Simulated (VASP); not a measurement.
A run of VASP 6.6.1:

INCAR

```
  PREC = Accurate
  ENCUT = 500
  EDIFF = 1E-6
  ISMEAR = 0
  SIGMA = 0.15
  LREAL = False
  LASPH = True
  NELM = 200
  ALGO = Normal
  ISIF = 2
  LWAVE = False
  LCHARG = True
  ISPIN = 2
  MAGMOM = 0 0 0.125
  LORBIT = 11
  NUPDOWN = 0.125
  LMAXMIX = 4
  GGA = PE
  LELF = True
  LVHAR = True
  NBANDS = 22
  GGA_COMPAT = False
```

File KPOINTS:

```
regular mesh
0
Gamma
  12 12 8
```

Contents of POSCAR:

```
Te2Pt
1.0
    4.4043192034      0.0000000000      0.0000000000
   -2.2021596017      3.8142523165      0.0000000000
    0.0000000000      0.0000000000      5.8045674002
Te Pt
2 1
Direct
    0.3333333333      0.6666666667      0.2528728645
    0.6666666667      0.3333333333      0.7471271355
    0.0000000000      0.0000000000      0.0000000000
```

Potentials or basis: VASP PAW PBE potentials, release 64 (Te, Pt).

Command:

```bash
$ cat potpaw_PBE.64/Te/POTCAR potpaw_PBE.64/Pt/POTCAR > POTCAR
$ mpirun -np 1 vasp_std > vasp.out
```

Hardware: 1 thread of Intel(R) Xeon(R) Platinum 8488C (Sapphire Rapids) (shared host).

**Question.** How long does it take, and how much memory?

**Answer.** Run time: 5.6 min on 1 thread of Intel(R) Xeon(R) Platinum 8488C (Sapphire Rapids), with other jobs on the host, peak memory 0.52 GiB. Counts: scf iterations 15, k points 131.
